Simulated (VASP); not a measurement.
Here is a VASP 6.6.1 calculation.

The input INCAR:

```
PREC     = Accurate       # precision mode
ENCUT    = 520            # plane-wave cutoff, eV
EDIFF    = 1E-7           # SCF threshold, eV
ISMEAR   = 0              # smearing method
SIGMA    = 0.02           # smearing width, eV
LREAL    = F              # projectors in reciprocal space
LASPH    = T              # aspherical terms in the spheres
NELM     = 100            # most SCF steps
ALGO     = Normal         # electronic algorithm
ISIF     = 2              # what is computed and relaxed
LWAVE    = F              # write WAVECAR
LCHARG   = F              # write CHGCAR
GGA      = PE             # functional
NBANDS   = 34             # bands
```

The input KPOINTS:

```
Automatic mesh
0
Gamma
  6 6 6
```

Contents of POSCAR:

```
In3B2As
1.0
    3.8030875177      2.1957136021      4.4448239537
   -3.8030875177      2.1957136021      4.4448239537
    0.0000000000     -4.3914272042      4.4448239537
In B As
3 2 1
Direct
    0.5000000000      0.5000000000      0.0000000000
    0.0000000000      0.5000000000      0.5000000000
    0.5000000000      0.0000000000      0.5000000000
    0.3291069357      0.3291069357      0.3291069357
    0.6708930643      0.6708930643      0.6708930643
    0.5000000000      0.5000000000      0.5000000000
```

Potentials or basis: VASP PAW PBE potentials, release 64 (In_d, B, As).

The run is started by

```console
$ cat potpaw_PBE.64/In_d/POTCAR potpaw_PBE.64/B/POTCAR potpaw_PBE.64/As/POTCAR > POTCAR
$ mpirun -np 1 vasp_std > vasp.out
```

Predict the band gap on the k mesh.

zero (bands 25 and 26 overlap by 0.14 eV).

What does it give for the pressure?

0.0 GPa.

Estimate the largest force.

0.011 eV/Å.

Forces on the atoms (eV/Å):
```
In   0.000  0.000  0.000
In   0.000  0.000  0.000
In   0.000  0.000  0.000
B    0.000  0.000 -0.011
B    0.000  0.000  0.011
As   0.000  0.000  0.000
```

Caveat: semilocal functionals underestimate gaps, so a narrow gap can read as zero; spin-orbit coupling is left out, which moves the levels of the heavy elements.
